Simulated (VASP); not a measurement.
# CoO (Fm-3m) in VASP: settings compared, part 4 of 4

VASP 6.6.1. The steps go on from the part before.

## 6. Elastic constants, PBEsol, collinear spin, ferromagnetic start

File INCAR:

```
ALGO = Normal
EDIFF = 1E-8
ENCUT = 600
GGA = PS
IBRION = 6
ISIF = 3
ISMEAR = -1
ISPIN = 2
LASPH = True
LCHARG = False
LMAXMIX = 4
LORBIT = 11
LREAL = False
LWAVE = False
MAGMOM = 2 0
NELM = 150
NFREE = 2
NSW = 1
POTIM = 0.015
PREC = Accurate
SIGMA = 0.05
```

File KPOINTS:

```
k-points
0
Gamma
  8 8 8
```

File POSCAR:

```
CoO
1.0
    0.0000000000      2.1315000000      2.1315000000
    2.1315000000      0.0000000000      2.1315000000
    2.1315000000      2.1315000000      0.0000000000
Co O
1 1
Direct
    0.0000000000      0.0000000000      0.0000000000
    0.5000000000      0.5000000000      0.5000000000
```

Potentials or basis: VASP PAW PBE potentials, release 64 (Co, O).

Run with:

```bash
> cat potpaw_PBE.64/Co/POTCAR potpaw_PBE.64/O/POTCAR > POTCAR
> mpirun -np 1 vasp_std > vasp.out
```

OUTCAR:

```text
EDIFF = 1E-8
   ENCUT = 600
   GGA = PS
   IBRION = 6
   ISIF = 3
   ISMEAR = -1
   ISPIN = 2
   LASPH = True
   LORBIT = 11
   LREAL = False
   NELM = 150
   NFREE = 2
   NSW = 1
   POTIM = 0.015
   PREC = Accurate

 ion  position               nearest neighbor table
   1  0.000  0.000  0.000-   2 2.13   2 2.13   2 2.13   2 2.13   2 2.13   2 2.13
   2  0.500  0.500  0.500-   1 2.13   1 2.13   1 2.13   1 2.13   1 2.13   1 2.13

  LATTYP: Found a face centered cubic cell.
 ALAT       =     4.2630000000

  Lattice vectors:

 A1 = (   0.0000000000,   2.1315000000,   2.1315000000)
 A2 = (   2.1315000000,   0.0000000000,   2.1315000000)
 A3 = (   2.1315000000,   2.1315000000,   0.0000000000)

Analysis of symmetry for initial positions (statically):
[... 1171 lines left out ...]
  z     0.00000     0.00000     0.00000     0.00000     0.00000     0.00000

 Eigenvectors and eigenvalues of the dynamical matrix
 ----------------------------------------------------

   1 f  =    0.596550 THz     3.748237 2PiTHz   19.898782 cm-1     2.467133 meV
             X         Y         Z           dx          dy          dz
      0.000000  0.000000  0.000000    -0.531327    0.000000    0.000000
      2.131500  2.131500  2.131500     0.847167    0.000000    0.000000
[... 21 lines left out ...]
   6 f/i=    0.047718 THz     0.299821 2PiTHz    1.591701 cm-1     0.197346 meV
             X         Y         Z           dx          dy          dz
      0.000000  0.000000  0.000000     0.000000    0.000000    0.847167
      2.131500  2.131500  2.131500     0.000000    0.000000    0.531327

--------------------------------------------------------------------------------------------------------

 ELASTIC MODULI CONTR FROM IONIC RELAXATION (kBar)
 Direction    XX          YY          ZZ          XY          YZ          ZX
 --------------------------------------------------------------------------------
 XX           0.0000      0.0000      0.0000      0.0000      0.0000      0.0000
 YY           0.0000      0.0000      0.0000      0.0000      0.0000      0.0000
 ZZ           0.0000      0.0000      0.0000      0.0000      0.0000      0.0000
 XY           0.0000      0.0000      0.0000      0.0000      0.0000      0.0000
 YZ           0.0000      0.0000      0.0000      0.0000      0.0000      0.0000
 ZX           0.0000      0.0000      0.0000      0.0000      0.0000      0.0000
 --------------------------------------------------------------------------------

 TOTAL ELASTIC MODULI (kBar)
 Direction    XX          YY          ZZ          XY          YZ          ZX
 --------------------------------------------------------------------------------
 XX        1594.2492   1528.0444   1528.0444      0.0000      0.0000      0.0000
 YY        1528.0444   1594.2492   1528.0444     -0.0000      0.0000     -0.0000
 ZZ        1528.0444   1528.0444   1594.2492      0.0000     -0.0000     -0.0000
 XY           0.0000     -0.0000      0.0000   -146.6646      0.0000     -0.0000
 YZ           0.0000      0.0000     -0.0000      0.0000   -146.6646     -0.0000
 ZX           0.0000     -0.0000     -0.0000     -0.0000     -0.0000   -146.6646
 --------------------------------------------------------------------------------

 total charge

# of ion       s       p       d       tot
------------------------------------------
    1        0.296   0.359   7.145   7.801
    2        1.547   3.398   0.000   4.945
--------------------------------------------------
tot          1.844   3.757   7.145  12.746

 magnetization (x)

# of ion       s       p       d       tot
------------------------------------------
    1        0.020   0.017   2.509   2.546
    2        0.029   0.279   0.000   0.308
--------------------------------------------------
tot          0.049   0.296   2.509   2.854
```

OSZICAR:

```text
N       E                     dE             d eps       ncg     rms          rms(c)
DAV:   1     0.908297333278E+02    0.90830E+02   -0.78941E+03  1416   0.161E+03
DAV:   2    -0.875553024409E+01   -0.99585E+02   -0.88667E+02  1488   0.299E+02
[... 276 lines left out ...]
DAV:   4    -0.139609207299E+02    0.41265E-04   -0.28406E-04  4012   0.327E-01    0.486E-02
DAV:   5    -0.139609215624E+02   -0.83247E-06   -0.54629E-05  3656   0.144E-01    0.198E-02
DAV:   6    -0.139609213690E+02    0.19335E-06   -0.37654E-06  3012   0.204E-02    0.997E-03
DAV:   7    -0.139609206943E+02    0.67471E-06   -0.93043E-07  3004   0.119E-02    0.413E-03
DAV:   8    -0.139609208370E+02   -0.14272E-06   -0.61285E-07  3024   0.828E-03    0.128E-03
DAV:   9    -0.139609208348E+02    0.22328E-08   -0.37444E-08  2548   0.288E-03
  17 F= -.13960921E+02 E0= -.13943778E+02  d E =-.342849E-01  mag=     2.9082
```

It took 21 min on 1 thread of Intel Xeon 8259CL, shared host; peak memory 0.27 GiB.

What came out:

| Property | Result |
| --- | --- |
| Net moment | 2.91 μB per cell |
| Site moments | Co +2.55; O +0.31 μB |
| Valence electrons inside the program's atomic spheres | Co 7.80; O 4.95 |
| Elastic constants C11, C12, C44 | 159, 153, -15 GPa |
| Voigt bulk modulus | 155 GPa |
| Highest phonon frequency at Γ, LO-TO splitting left out | 20 cm⁻¹ |

Phonon frequencies in cm⁻¹ (negative: imaginary):
```tsv
q point	frequencies
(0.000, 0.000, 0.000)	-2 -2 -2 20 20 20
```

Elastic tensor in Voigt notation (GPa, in the Cartesian axes of the cell as first typed):
```
159 153 153   0   0   0
153 159 153   0   0   0
153 153 159   0   0   0
  0   0   0 -15   0   0
  0   0   0   0 -15   0
  0   0   0   0   0 -15
```

Clamped-ion elastic tensor (GPa):
```
159 153 153   0   0   0
153 159 153   0   0   0
153 153 159   0   0   0
  0   0   0 -15   0   0
  0   0   0   0 -15   0
  0   0   0   0   0 -15
```

Caveat: the cell is under stress, which shifts elastic constants; the elastic tensor has a negative eigenvalue, so either the cell is unstable as it stands or the mesh is too thin; the PAW data sets were made with another functional, which shifts forces and pressure a little; a cell with one magnetic atom can't hold antiferromagnetic order, which such compounds often take.

## 7. Summary

| task | level | U | k mesh | cutoff (eV) | smearing | tolerance level | purpose | route | dipole correction | ions in elastic constants | pressure (GPa) | moment (μB) |
| --- | --- | --- | --- | --- | --- | --- | --- | --- | --- | --- | --- | --- |
| band structure | PBE+U | Co d U = 5 eV | 12 × 12 × 12 | 460 | methfessel-paxton of order 2 0.1 eV | screening | bands | KPOINTS_OPT | - | - | -3.4 | 3.00 |
| band structure | PBE+U | Co d U = 5 eV | 25 × 25 × 25 | 640 | methfessel-paxton of order 2 0.05 eV | screening | bands | KPOINTS_OPT | - | - | -2.8 | 3.00 |
| vibrations by perturbation theory | PBE | - | 8 × 8 × 8 | 520 | fermi-dirac 0.05 eV | - | - | - | no | - | - | 2.87 |
| dielectric tensor | PBEsol+U | Co d U = 3.5 eV | 11 × 11 × 11 | 520 | fermi-dirac 0.02 eV | - | - | - | no | - | - | 3.00 |
| elastic constants | PBEsol | - | 8 × 8 × 8 | 600 | fermi-dirac 0.05 eV | - | - | - | no | relaxed | - | 2.91 |

Alike in all rows: potentials or basis VASP PAW PBE potentials, release 64 (Co, O); spin collinear, ferromagnetic start; cell as given.

Caveats: a cell with one magnetic atom can't hold antiferromagnetic order, which such compounds often take; the PAW data sets were made with another functional, which shifts forces and pressure a little (at least some runs); the cutoff is under 1.25 times the usual one of these potentials, so pressure, stress and relaxed cells hold a basis-set (Pulay) error (at least some runs); the cell stands under tension (at least some runs); the cell stands under pressure or tension, which shifts response properties (at least some runs); the cell is under stress, which shifts elastic constants (at least some runs); the elastic tensor has a negative eigenvalue, so either the cell is unstable as it stands or the mesh is too thin (at least some runs).

Total energies depend on the potentials used, so only differences within one code and one set of settings carry meaning.
